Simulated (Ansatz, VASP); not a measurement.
**Zn2C: VASP beside Ansatz**

```
C Zn
1.0
     0.00000    2.57795    2.57795
     2.57795    0.00000    2.57795
     2.57795    2.57795    0.00000
C Zn
1 2
Cartesian
  0.0000 0.0000 0.0000
  1.2890 1.2890 1.2890
  3.8669 3.8669 3.8669
```

Alike in both runs: task single point; functional r2SCAN; k mesh 6 × 6 × 6; no spin polarisation.

|  | VASP | Ansatz |
| --- | --- | --- |
| version | VASP 6.6.1 | Ansatz 0.2.0 |
| potentials or method | VASP PAW PBE potentials, release 64 (C, Zn) | plane waves |
| plane-wave cutoff (eV) | 520 | 500 |
| occupations | methfessel-paxton of order 1, width 0.2 eV | cold, width 0.2 eV |
| valence electrons in the cell | 28 | 28 |

|  | VASP | Ansatz | Ansatz less VASP |
| --- | --- | --- | --- |
| pressure (GPa) | 0.6 | -0.1 | -0.69 |

VASP's potentials were made for PBE, not for r2SCAN.
